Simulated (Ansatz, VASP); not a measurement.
O: VASP beside Ansatz

Contents of INCAR:

```
ALGO = Normal ; EDIFF = 1E-8
ENCUT = 520 ; GGA = PE
ISIF = 2 ; ISMEAR = -1
LASPH = True ; LCHARG = False
LEFG = True ; LREAL = False
LWAVE = False ; NBANDS = 13
NELM = 60 ; PREC = Accurate
SIGMA = 0.02
```

File KPOINTS:

```
k-points
0
Gamma
  10 10 10
```

Contents of POSCAR:

```
O
1.0
    1.4137960563      0.8162555336      3.3854248141
   -1.4137960563      0.8162555336      3.3854248141
    0.0000000000     -1.6325110673      3.3854248141
O
2
Direct
    0.0577000000      0.0577000000      0.0577000000
    0.9423000000      0.9423000000      0.9423000000
```

Input for Ansatz:

```yaml
crystal:
  lattice:
    - [1.4137960563, 0.8162555336, 3.3854248141]
    - [-1.4137960563, 0.8162555336, 3.3854248141]
    - [0.0, -1.6325110673, 3.3854248141]
  atoms:
    - { symbol: O, position: [0.0577, 0.0577, 0.0577] }
    - { symbol: O, position: [0.9423, 0.9423, 0.9423] }
kpoints:
  mp_grid: { grid: [10, 10, 10] }
scf:
  occupations: { method: fermi_dirac, width: 0.02 }
hamiltonian:
  xc: pbe
  pseudopotentials: { kind: paw }
output:
  forces: true
  stress: true
  eigenvalues: true
  efg: { contact_densities: true }
  write_density: true
  write_potential: true
  elf: true
  volumetric_format: npy
```

Change from the starting cell: volume scaled by 0.98, PAW files.

Alike in both runs: task electric field gradients; functional PBE; k mesh 10 × 10 × 10; occupations fermi-dirac, width 0.02 eV; no spin polarisation.

```csv
,VASP,Ansatz
version,VASP 6.6.1,Ansatz 0.2.0
potentials or method,"VASP PAW PBE potentials, release 64 (O)","PAW with Ansatz's default frozen-core files, scalar-relativistic"
plane-wave cutoff (eV),520,420
valence electrons in the cell,12,12
```

Ansatz gave:

```
pressure (GPa)                                                : 7.5
traceless stress, the component that is largest in VASP (GPa) : 26.75
rms of the force components (eV/Å)                            : 1.894
size of Vzz on the site where it differs most (V/Å²)          : 115.1
```

Task: Estimate VASP's values.

Result: Pressure (GPa): 12.0; traceless stress, the component that is largest in VASP (GPa): 36.38; rms of the force components (eV/Å): 2.956; size of Vzz on the site where it differs most (V/Å²): 116.1.

Atom by atom the forces differ by 1.062 eV/Å (rms over components). With one functional, cell and mesh, what is left measures potentials, basis and numerics.

Noted on VASP's run: the standard files for N, O and F lose accuracy on very short bonds; spin is off for a triplet molecule.
